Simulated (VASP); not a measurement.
The system is TaSi2.

```
Ta Si
1.0
     4.78390    0.00000    0.00000
    -2.39195    4.14298    0.00000
     0.00000    0.00000    6.57000
Ta Si
3 6
Cartesian
  -1.1960 2.0715 2.1900
  1.1960 2.0715 4.3800
  2.3920 0.0000 0.0000
  1.1407 0.6586 2.1900
  -1.2512 3.4844 4.3800
  2.3920 2.8258 0.0000
  1.2512 3.4844 2.1900
  3.6432 0.6586 4.3800
  0.0000 1.3172 0.0000
```

```yaml
Program: VASP 6.6.1
Task: relaxation of cell and atoms
Functional: BLYP
Potentials_or_basis: VASP PAW PBE potentials, release 64 (Ta_pv, Si)
Cutoff: 600 eV
k_mesh: 5 × 5 × 3
Occupations: fermi-dirac, width 0.05 eV
Spin: no spin polarisation
```

At the start: pressure 11.4 GPa; volume 14.47 Å³/atom.

**Question.** Where does the relaxation end?

**Answer.** Over 9 steps the energy falls by 33.9 meV/atom and the volume is 15.45 Å³/atom (+6.8 %); space group P6_422 (No. 181, to 0.05 Å).

The path:
```csv
step,energy change (eV),largest force (eV/Å),pressure (GPa),volume (Å³)
1,0.0000,0.0155,11.38,130.21
2,0.1157,0.0507,-10.56,150.56
3,-0.2925,0.0042,-0.31,139.02
4,-0.2925,0.0036,-0.11,138.84
5,-0.3050,0.0317,0.10,138.96
6,-0.3050,0.0310,0.09,138.96
7,-0.3052,0.0171,-0.09,139.12
8,-0.3052,0.0146,-0.12,139.15
9,-0.3053,0.0004,0.00,139.04
```

Final structure:
```yaml
crystal:
  lattice:
    - [4.91898, 0.00000, 0.00000]
    - [-2.45949, 4.25996, 0.00000]
    - [0.00000, 0.00000, 6.63520]
  atoms:
    - { symbol: Ta, position: [0.00000, 0.50000, 0.33333] }
    - { symbol: Ta, position: [0.50000, 0.50000, 0.66667] }
    - { symbol: Ta, position: [0.50000, 0.00000, 0.00000] }
    - { symbol: Si, position: [0.31718, 0.15859, 0.33333] }
    - { symbol: Si, position: [0.15859, 0.84141, 0.66667] }
    - { symbol: Si, position: [0.84141, 0.68282, 0.00000] }
    - { symbol: Si, position: [0.68282, 0.84141, 0.33333] }
    - { symbol: Si, position: [0.84141, 0.15859, 0.66667] }
    - { symbol: Si, position: [0.15859, 0.31718, 0.00000] }
```

Caveat: the PAW data sets were made with another functional, which shifts forces and pressure a little.
